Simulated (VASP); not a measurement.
Tl: single point with PBEsol

Crystal: Tl.

```
CELL_PARAMETERS angstrom
3.73248 0.00000 0.00000
-1.86624 3.23242 0.00000
0.00000 0.00000 5.30400
ATOMIC_POSITIONS crystal
Tl 0.33333 0.66667 0.25000
Tl 0.66667 0.33333 0.75000
```

This cell differs from its parent crystal: strain +0.080 along x and y, -0.040 along z.

```yaml
Program: VASP 6.6.1
Task: single point
Functional: PBEsol
Potentials_or_basis: VASP PAW PBE potentials, release 64 (Tl_d)
Cutoff: 520 eV
k_mesh: 18 × 18 × 10
Occupations: gaussian, width 0.15 eV
Spin: no spin polarisation
Dipole_correction: no
Further_INCAR_settings: ALGO = Fast; EDIFF = 1e-06; NBANDS = 20
```

```json
{"Pressure": "-2.7 GPa", "Band gap on the k mesh": "zero (band 13 reaches 9.75 eV, above the bottom of band 14 at 3.32 eV)"}
```

Stress tensor (GPa, compression positive):
```
-3.03  0.00  0.00
 0.00 -3.03  0.00
 0.00  0.00 -1.94
```

Levels at points of the mesh, in eV from the Fermi level:
```
           k point  band 10  band 11  band 12  band 13  band 14  band 15  band 16  band 17
(0.00, 0.00, 0.00)   -11.02    -9.38    -4.13    -2.02     5.98     5.98     8.16     8.16
(0.50, 0.00, 0.00)   -10.95    -6.12    -4.87    -0.27     1.35     1.43     2.76     3.78
(0.00, 0.00, 0.50)   -11.10    -7.88    -7.88     4.47     4.47     7.09     7.09     7.09
(0.50, 0.00, 0.50)   -11.04    -5.00    -5.00    -1.97    -1.97     4.58     4.58     6.00
```

Run time: 5.3 min on 1 thread of Oxide Virtual Turin-like Processor, with other jobs on the host, peak memory 0.3 GiB.

Caveat: the cell differs from its parent crystal (strain +0.080 along x and y, -0.040 along z); the PAW data sets were made with another functional, which shifts forces and pressure a little; spin-orbit coupling is left out, which moves the levels of the heavy elements.
